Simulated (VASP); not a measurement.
A run of VASP 6.6.1 is set up as follows.

The input INCAR:

```
SYSTEM = CoO
PREC = Accurate
ENCUT = 520
EDIFF = 1E-7
ISMEAR = 0
SIGMA = 0.025
LREAL = .False.
LASPH = .True.
NELM = 150
ALGO = Normal
ISIF = 2
LWAVE = .False.
LCHARG = .False.
ISPIN = 2
MAGMOM = 2 0
LORBIT = 11
LMAXMIX = 4
GGA = PE
NBANDS = 18
```

File KPOINTS:

```
Automatic mesh
0
Gamma
  11 11 11
  0 0 0
```

Contents of POSCAR:

```
CoO
1.0
    0.0000000000      2.1315000000      2.1315000000
    2.1315000000      0.0000000000      2.1315000000
    2.1315000000      2.1315000000      0.0000000000
Co O
1 1
Direct
    0.0000000000      0.0000000000      0.0000000000
    0.5000000000      0.5000000000      0.5000000000
```

Potentials or basis: VASP PAW PBE potentials, release 64 (Co, O).

Command:

```bash
$ cat potpaw_PBE.64/Co/POTCAR potpaw_PBE.64/O/POTCAR > POTCAR
$ mpirun -np 1 vasp_std > vasp.out
```

**Question.** What does it give for the net moment?

**Answer.** 2.93 μB per cell.

**Question.** What does it give for the site moments?

**Answer.** Co +2.57; O +0.30 μB.

**Question.** What does it give for the pressure?

**Answer.** -2.4 GPa.

Caveat: a cell with one magnetic atom can't hold antiferromagnetic order, which such compounds often take.
